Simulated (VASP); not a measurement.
Runs of VASP 6.6.1 on Hf2TeW2S. The structure is that of space group P-4m2 (No. 115), or close to it. The cells are those of the table. 

```tsv
task	cell	k mesh	cutoff (eV)	smearing	gap on the mesh (eV)	pressure (GPa)	largest force (eV/Å)
relaxation of cell and atoms	relaxed from a = 4.631, b = 4.631, c = 6.537 Å, 6 atoms	4 × 4 × 4	600	gaussian 0.1 eV	0.05	-0.1	0.03
single point	a = 4.631, b = 4.631, c = 6.537 Å, 6 atoms	4 × 4 × 4	520	gaussian 0.1 eV	(b)	-7.7	1.09
single point	a = 4.692, b = 4.692, c = 5.684 Å, 6 atoms	4 × 4 × 4	520	gaussian 0.1 eV	0.06	-0.1	0.06
single point	a = 4.696, b = 4.696, c = 5.681 Å, 6 atoms	8 × 8 × 8	520	gaussian 0.1 eV	0.05	-0.2	(c)
single point	a = 4.696, b = 4.696, c = 5.676 Å, 6 atoms	8 × 8 × 6	520	gaussian 0.01 eV	(a)	-0.2	0.05
```

Alike in all rows: level PBE; potentials or basis VASP PAW PBE potentials, release 64 (Hf_pv, Te, W_sv, S); no spin polarisation.

Q: Fill in the values left out.

A: (a) 0.04; (b) none; (c) 0.04.

Caveats: spin-orbit coupling is left out, which moves the levels of the heavy elements; forces of over 1 eV/Å act on the atoms, so gaps and moduli don't describe the material at rest (some runs).

A k mesh can miss the band edges, and the runs leave out spin-orbit coupling on Hf, Te, W.
